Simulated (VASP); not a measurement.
SiC, 32 atoms in the cell. The typed cell holds 32 atoms: a = 7.586 Å, b = 7.586 Å, c = 7.586 Å, α = 109.47°, β = 109.47°, γ = 109.47°. 

- Program: VASP 6.6.1
- Task: single point
- Functional: PBE
- Potentials or basis: VASP PAW PBE potentials, release 64 (Si, C)
- Cutoff: 600 eV
- k mesh: 2 × 2 × 2, shifted
- Occupations: gaussian, width 0.02 eV
- Spin: no spin polarisation
- Dipole correction: no
- Further INCAR settings: LREAL = Auto; ALGO = Normal; EDIFF = 1e-06; NBANDS = 86

Potentials or basis: VASP PAW PBE potentials, release 64 (Si, C).

Run with:

```bash
$ cat potpaw_PBE.64/Si/POTCAR potpaw_PBE.64/C/POTCAR > POTCAR
$ mpirun -np 1 vasp_std > vasp.out
```

Hardware: 1 thread of Oxide Virtual Turin-like Processor (shared host).

Task: How long does it take, and how much memory?

Result: Run time: 7.7 min on 1 thread of Oxide Virtual Turin-like Processor, with other jobs on the host, peak memory 0.53 GiB. Counts: scf iterations 15, k points 4.
